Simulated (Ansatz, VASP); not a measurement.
Pd: VASP beside Ansatz

File INCAR:

```
SYSTEM = Pd
PREC = Accurate
ENCUT = 600
EDIFF = 1E-6
ISMEAR = -1
SIGMA = 0.05
LREAL = .FALSE.
LASPH = .TRUE.
NELM = 100
ALGO = Normal
ISIF = 3
LWAVE = .FALSE.
LCHARG = .FALSE.
GGA = PE
IBRION = 2
NSW = 60
EDIFFG = -0.005
```

File KPOINTS:

```
Automatic mesh
0
G
  17 17 9
  0 0 0
```

POSCAR

```
Pd
1.0
    2.7983685316      0.0000000000      0.0000000000
   -1.3991842658      2.4234582375      0.0000000000
    0.0000000000      0.0000000000      4.5333570212
Pd
2
Direct
    0.3333333333      0.6666666667      0.2500000000
    0.6666666667      0.3333333333      0.7500000000
```

Input for Ansatz:

```yaml
crystal:
  lattice:
    - [2.7983685316, 0.0, 0.0]
    - [-1.3991842658, 2.4234582375, 0.0]
    - [0.0, 0.0, 4.5333570212]
  atoms:
    - { symbol: Pd, position: [0.3333333333, 0.6666666667, 0.25] }
    - { symbol: Pd, position: [0.6666666667, 0.3333333333, 0.75] }
kpoints:
  mp_grid: { grid: [17, 17, 9] }
scf:
  occupations: { method: fermi_dirac, width: 0.05 }
hamiltonian:
  xc: pbe
  pseudopotentials: { kind: paw }
output:
  forces: true
  stress: true
relax:
  f_tol: 0.005
  max_steps: 40
  cell: {}
```

Alike in both runs: task relaxation of cell and atoms; functional PBE; k mesh 17 × 17 × 9; occupations fermi-dirac, width 0.05 eV; no spin polarisation.

```csv
,VASP,Ansatz
version,VASP 6.6.1,Ansatz 0.2.0
potentials or method,"VASP PAW PBE potentials, release 64 (Pd)","PAW with Ansatz's default frozen-core files, scalar-relativistic"
plane-wave cutoff (eV),600,420
valence electrons in the cell,20,36
```

|  | VASP | Ansatz | Ansatz less VASP |
| --- | --- | --- | --- |
| relaxed volume (Å³/atom) | 15.37 | 15.40 | +0.031 |
| relaxed cell length with the largest relative difference (Å) | 4.627 | 4.634 | +0.0064 |

VASP's potentials hold 20 valence electrons a cell and Ansatz's 36, so a difference there can come from the potentials and not from the codes.
